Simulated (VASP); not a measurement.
NbNiTe3:

```xyz
5
Lattice="4.9021 0.0000 0.0000 0.0000 4.9021 0.0000 0.0000 0.0000 4.9021" Properties=species:S:1:pos:R:3 pbc="T T T"
Nb    2.4511    2.4511    2.4511
Ni    0.0000    0.0000    0.0000
Te    0.0000    2.4511    2.4511
Te    2.4511    0.0000    2.4511
Te    2.4511    2.4511    0.0000
```

- Program: VASP 6.6.1
- Task: relaxation of cell and atoms
- Functional: PBE
- Potentials or basis: VASP PAW PBE potentials, release 64 (Nb_sv, Ni, Te)
- Cutoff: 600 eV
- k mesh: 4 × 4 × 4
- Occupations: gaussian, width 0.1 eV
- Spin: collinear spin, ferromagnetic start
- Starting moments: [0.0, 0.88, 0.0, 0.0, 0.0] μB

At the start: pressure 27.3 GPa; volume 23.56 Å³/atom.

**Question.** Where does the relaxation end?

**Answer.** Over 4 steps the energy falls by 488.5 meV/atom and the volume is 31.26 Å³/atom (+32.7 %); space group Pm-3m (No. 221, to 0.1 Å) before and after; moment 0.06 μB per cell.

The path:
```tsv
step	energy change (eV)	largest force (eV/Å)	pressure (GPa)	volume (Å³)
1	0.0000	0.0000	27.26	117.80
2	-1.3202	0.0000	-7.06	200.23
3	-2.4413	0.0000	-0.38	157.16
4	-2.4427	0.0000	-0.11	156.29
```

Final structure:
```xyz
5
Lattice="5.3866 0.0000 0.0000 0.0000 5.3866 0.0000 0.0000 0.0000 5.3866" Properties=species:S:1:pos:R:3 pbc="T T T"
Nb    2.6933    2.6933    2.6933
Ni    0.0000    0.0000    0.0000
Te    0.0000    2.6933    2.6933
Te    2.6933    0.0000    2.6933
Te    2.6933    2.6933    0.0000
```

Caveat: the volume moved by over 15 % at a fixed basis, so the end points are rough; the highest band is partly filled, so the run has too few bands; the moments typed at the start vanished in this run.
